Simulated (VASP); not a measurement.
# Fe (Pm-3m) in VASP: relaxation of cell and atoms with PBE

Aim: the relaxation of cell and atoms of Fe with PBE.

All numbers are computed with VASP 6.6.1; they aren't measurements. Logs are shortened: lines on timing, memory, paths and dates and some standing lists are left out, and cuts for length are marked.

### Step 1. The cell of the first run

The structure is cubic, space group Pm-3m (No. 221). The conventional cell has a = 2.382 Å, b = 2.382 Å, c = 2.382 Å, α = 90.00°, β = 90.00°, γ = 90.00°. Fe (site symmetry m-3m) has 6 Fe at 2.38 Å within 3.1 Å.

This isn't the form of Fe at room conditions, which is bcc.

### Step 2. Relaxation of cell and atoms, PBE, collinear spin, ferromagnetic start, target pressure -1.8 GPa, at which the enthalpy is minimised

INCAR reads:

```
ALGO = Normal
EDIFF = 1E-6
EDIFFG = -0.005
ENCUT = 600
GGA = PE
IBRION = 2
ISIF = 3
ISMEAR = -1
ISPIN = 2
LASPH = T
LCHARG = F
LMAXMIX = 4
LORBIT = 11
LREAL = F
LWAVE = F
MAGMOM = 2.5
NELM = 150
NSW = 32
PREC = Accurate
PSTRESS = -18.0
SIGMA = 0.1
```

KPOINTS reads:

```
k-points
0
Gamma
  16 16 16
```

POSCAR reads:

```
Fe
1.0
    2.3820915120      0.0000000000      0.0000000000
    0.0000000000      2.3820915120      0.0000000000
    0.0000000000      0.0000000000      2.3820915120
Fe
1
Direct
    0.0000000000      0.0000000000      0.0000000000
```

Potentials or basis: VASP PAW PBE potentials, release 64 (Fe).

Command:

```sh
$ cat potpaw_PBE.64/Fe/POTCAR > POTCAR
$ mpirun -np 1 vasp_std > vasp.out
```

OUTCAR:

```text
EDIFF = 1E-6
   EDIFFG = -0.005
   ENCUT = 600
   GGA = PE
   IBRION = 2
   ISIF = 3
   ISMEAR = -1
   ISPIN = 2
   LASPH = T
   LORBIT = 11
   LREAL = F
   NELM = 150
   NSW = 32
   PREC = Accurate
   PSTRESS = -18.0

 ion  position               nearest neighbor table
   1  0.000  0.000  0.000-

  LATTYP: Found a simple cubic cell.
 ALAT       =     2.3820915120

  Lattice vectors:

 A1 = (   2.3820915120,   0.0000000000,   0.0000000000)
 A2 = (   0.0000000000,   2.3820915120,   0.0000000000)
 A3 = (   0.0000000000,   0.0000000000,   2.3820915120)

Analysis of symmetry for initial positions (statically):
=====================================================================
 Subroutine PRICEL returns:
 Original cell was already a primitive cell.

 Routine SETGRP: Setting up the symmetry group for a
 simple cubic supercell.

 Subroutine GETGRP returns: Found 48 space group operations
 (whereof 48 operations were pure point group operations)
 out of a pool of 48 trial point group operations.

The static configuration has the point symmetry O_h .

Analysis of symmetry for dynamics (positions and initial velocities):
=====================================================================
 Subroutine PRICEL returns:
 Original cell was already a primitive cell.

 Routine SETGRP: Setting up the symmetry group for a
 simple cubic supercell.

 Subroutine GETGRP returns: Found 48 space group operations
 (whereof 48 operations were pure point group operations)
 out of a pool of 48 trial point group operations.

The dynamic configuration has the point symmetry O_h .

Analysis of structural, dynamic, and magnetic symmetry:
=====================================================================
 Subroutine PRICEL returns:
 Original cell was already a primitive cell.

 Routine SETGRP: Setting up the symmetry group for a
 simple cubic supercell.

 Subroutine GETGRP returns: Found 48 space group operations
 (whereof 48 operations were pure point group operations)
 out of a pool of 48 trial point group operations.

The overall configuration has the point symmetry O_h .

 Subroutine INISYM returns: Found 48 space group operations
 (whereof 48 operations are pure point group operations),
 and found     1 'primitive' translations

----------------------------------------------------------------------------------------

                                     Primitive cell

  volume of cell :      13.5168

  direct lattice vectors                    reciprocal lattice vectors
     2.382091512  0.000000000  0.000000000     0.419799153  0.000000000  0.000000000
     0.000000000  2.382091512  0.000000000     0.000000000  0.419799153  0.000000000
     0.000000000  0.000000000  2.382091512     0.000000000  0.000000000  0.419799153

  length of vectors
     2.382091512  2.382091512  2.382091512     0.419799153  0.419799153  0.419799153

  position of ions in fractional coordinates (direct lattice)
     0.000000000  0.000000000  0.000000000

  ion indices of the primitive-cell ions
   primitive index   ion index
                 1           1

----------------------------------------------------------------------------------------

 KPOINTS: k-points

Automatic generation of k-mesh.
 Grid dimensions read from file:
 generate k-points for:   16   16   16

 Generating k-lattice:

  Cartesian coordinates                     Fractional coordinates (reciprocal lattice)
     0.026237447  0.000000000  0.000000000     0.062500000  0.000000000  0.000000000
     0.000000000  0.026237447  0.000000000     0.000000000  0.062500000  0.000000000
     0.000000000  0.000000000  0.026237447     0.000000000  0.000000000  0.062500000

  Length of vectors
     0.026237447  0.026237447  0.026237447

  Shift w.r.t. Gamma in fractional coordinates (k-lattice)
     0.000000000  0.000000000  0.000000000

 Subroutine IBZKPT returns following result:
 ===========================================

 Found    165 irreducible k-points:

 Following reciprocal coordinates:
            Coordinates               Weight
  0.000000  0.000000  0.000000      1.000000
  0.062500  0.000000  0.000000      6.000000
  0.125000  0.000000  0.000000      6.000000
  0.187500  0.000000  0.000000      6.000000
  0.250000  0.000000  0.000000      6.000000
  0.312500  0.000000  0.000000      6.000000
[... 16 lines left out ...]
  0.437500  0.125000  0.000000     24.000000
  0.500000  0.125000  0.000000     12.000000
 [... further k-points ...]
   k-points           NKPTS =    165   k-points in BZ     NKDIM =    165   number of bands    NBANDS=      9
   number of dos      NEDOS =    301   number of ions     NIONS =      1
   total plane-waves  NPLWV =   8000
   dimension x,y,z NGX =    20 NGY =   20 NGZ =   20
   dimension x,y,z NGXF=    40 NGYF=   40 NGZF=   40
   ions per type =               1
   NGX,Y,Z   is equivalent  to a cutoff of  13.96, 13.96, 13.96 a.u.
   NGXF,Y,Z  is equivalent  to a cutoff of  27.92, 27.92, 27.92 a.u.
 SYSTEM =  unknown system
   PREC   = accura    normal or accurate (medium, high low for compatibility)
   ISTART =      0    job   : 0-new  1-cont  2-samecut
   ICHARG =      2    charge: 1-file 2-atom 10-const
   ISPIN  =      2    spin polarized calculation?
   LNONCOLLINEAR =      F non collinear calculations
   LSORBIT =      F    spin-orbit coupling
   LASPH  =      T    aspherical Exc in radial PAW
   ENCUT  =  600.0 eV  44.10 Ry    6.64 a.u.   4.76  4.76  4.76*2*pi/ulx,y,z
   NELM   =    150;   NELMIN=  2; NELMDL= -5     # of ELM steps
   EDIFF  = 0.1E-05   stopping-criterion for ELM
   LREAL  =      F    real-space projection
   EDIFFG = -.5E-02   stopping-criterion for IOM
   NSW    =     32    number of steps for IOM
   IBRION =      2    ionic relax: 0-MD 1-quasi-New 2-CG
   NFREE  =      1    steps in history (QN), initial steepest desc. (CG)
   ISIF   =      3    stress and relaxation
   ISYM   =      2    0-nonsym 1-usesym 2-fastsym
   POTIM  = 0.5000    time-step for ionic-motion
   TEBEG  =    0.0;   TEEND  =   0.0 temperature during run
   PSTRESS=  -18.0 pullay stress
   NELECT =       8.0000    total number of electrons
   NUPDOWN=      -1.0000    fix difference up-down
   EMIN   =  10.00;   EMAX   =-10.00  energy-range for DOS
   EFERMI =   0.00;   METHOD = LEGACY
   ISMEAR =    -1;   SIGMA  =   0.10  broadening in eV -4-tet -1-fermi 0-gaus
   EFERMI_NEDOS =   21; number of points for ismear=-14 and -15
   IALGO  =     38    algorithm
   IMIX   =      4    mixing-type and parameters
     AMIX     =   0.40;   BMIX     =  1.00
     AMIX_MAG =   1.60;   BMIX_MAG =  1.00
  volume/ion in A,a.u.               =      13.52        91.22
  Fermi-wavevector in a.u.,A,eV,Ry     =   1.374505  2.597438 25.705004  1.889265
  Thomas-Fermi vector in A             =   2.499926
   LORBIT       =     11    0 simple, 1 ext, 2 COOP (PROOUT), +10 PAW based schemes
   GGA     = PE    functional components
   LHFCALC =     F    Hartree Fock is set to
   AEXX    =    0.0000 exact exchange contribution
   IVDW    =     0    specifies the selected vdW correction
   LEPSILON=     F    determine dielectric tensor
   LRPA    =     F    only Hartree local field effects (RPA)
 conjugate gradient relaxation of ions
 spin polarized calculation
  energy-cutoff  :      600.00
  volume of cell :       13.52
 maximum number of plane-waves:       468
 NGX is ok and might be reduce to    20
   NGX =  9   NGY =  9   NGZ =  9

--------------------------------------- Ionic step        1  -------------------------------------------

 number of electron       7.9999998 magnetization       2.4172652

 Free energy of the ion-electron system (eV)
  ---------------------------------------------------
  ext. energy  EPLUGINS =         0.00000000
  ---------------------------------------------------
  free energy    TOTEN  =        -7.50072343 eV

  energy without entropy =       -7.47157406  energy(sigma->0) =       -7.48614874

------------------------ aborting loop because EDIFF is reached ----------------------------------------

  FORCE on cell =-STRESS in cart. coord.  units (eV):
  Direction    XX          YY          ZZ          XY          YZ          ZX
  --------------------------------------------------------------------------------------
  -------------------------------------------------------------------------------------
  Total       -0.1891966     -0.1891966     -0.1891966      0.0000000      0.0000000     -0.0000000
  in kB      -22.4258369    -22.4258369    -22.4258369      0.0000000      0.0000000     -0.0000000
  external PRESSURE =      -4.4258369 kB  Pullay stress =     -18.0000000 kB
[... 59 lines left out ...]
  enthalpy is  TOTEN    =        -7.6526557182 eV   P V=       -0.1510386929

--------------------------------------- Ionic step        3  -------------------------------------------

 number of electron       8.0000000 magnetization       2.4093668

 Free energy of the ion-electron system (eV)
  ---------------------------------------------------
  ext. energy  EPLUGINS =         0.00000000
  ---------------------------------------------------
  free energy    TOTEN  =        -7.50144610 eV

  energy without entropy =       -7.47231957  energy(sigma->0) =       -7.48688283

 E-fermi :   4.5490     XC(G=0): -12.0835

 val. band max:        4.5321129283   @ k =   0.5000   0.2500   0.1875
 cond. band min:       4.5562220138   @ k =   0.4375   0.3750   0.1875
 fundamental gap:      0.0241090855
 Fermi energy:         4.5489640739

 spin component 1

 k-point     1 :       0.0000    0.0000    0.0000
  band No.  band energies     occupation
      1      -3.1929      1.00000
      2       0.6875      1.00000
      3       0.6875      1.00000
      4       3.9423      0.99769
      5       3.9423      0.99769
      6       3.9423      0.99769
      7      23.0717      0.00000
      8      23.0717      0.00000
      9      23.0717      0.00000
[... 265 lines left out ...]
 k-point    24 :       0.5000    0.1250    0.0000
  band No.  band energies     occupation
      1       0.8832      1.00000
      2       1.4624      1.00000
      3       1.6951      1.00000
      4       2.7908      1.00000
      5       3.8838      0.99871
      6       4.7409      0.12798
      7       8.6870      0.00000
      8      24.6767      0.00000
      9      26.7387      0.00000

 [... further k-points ...]

 spin component 2

 k-point     1 :       0.0000    0.0000    0.0000
  band No.  band energies     occupation
      1      -2.9015      1.00000
      2       2.2035      1.00000
      3       2.2040      1.00000
      4       6.9914      0.00000
      5       6.9915      0.00000
      6       6.9921      0.00000
      7      23.6923      0.00000
      8      23.6923      0.00000
      9      23.6923      0.00000
[... 304 lines left out ...]
  FREE ENERGIE OF THE ION-ELECTRON SYSTEM (eV)
  ---------------------------------------------------
  free  energy   TOTEN  =        -7.5014461009 eV

  energy  without entropy=       -7.4723195656  energy(sigma->0) =       -7.48688283

  enthalpy is  TOTEN    =        -7.6526623968 eV   P V=       -0.1512162958

 reached required accuracy - stopping structural energy minimisation

 total charge

# of ion       s       p       d       tot
------------------------------------------
    1        0.492   0.402   6.261   7.155

 magnetization (x)

# of ion       s       p       d       tot
------------------------------------------
    1        0.002  -0.009   2.406   2.398
```

It took 56 s on 1 thread of AMD EPYC 7R43 (Zen 3), shared host; peak memory 0.13 GiB.

Results:

| Item | Value |
| --- | --- |
| Free energy | -7.5014 eV |
| Relaxed volume | 13.46 Å³/atom |
| Relaxed cell | a = 2.379 Å, b = 2.379 Å, c = 2.379 Å, α = 90.00°, β = 90.00°, γ = 90.00° |
| Space group after relaxing (to 0.1 Å) | Pm-3m (No. 221) |
| Energy change on relaxing (the run minimises the enthalpy) | -0.7 meV/atom |
| Ionic steps | 3 |
| Pressure after relaxing | -1.8 GPa |
| Net moment | 2.41 μB per cell |
| Site moments | Fe +2.40 μB |
| Valence electrons inside the program's atomic spheres | Fe 7.16 |

The path:
| step | energy change (eV) | largest force (eV/Å) | pressure (GPa) | volume (Å³) |
| --- | --- | --- | --- | --- |
| 1 | 0.0000 | 0.0000 | -2.24 | 13.52 |
| 2 | -0.0009 | 0.0000 | -1.66 | 13.44 |
| 3 | -0.0007 | 0.0000 | -1.78 | 13.46 |

Final structure:
```
Fe
1.0
     2.37873    0.00000    0.00000
     0.00000    2.37873    0.00000
     0.00000    0.00000    2.37873
Fe
1
Direct
  0.00000 0.00000 0.00000
```

Caveat: the cell is relaxed towards a set pressure, so the run minimises the enthalpy, not the energy.
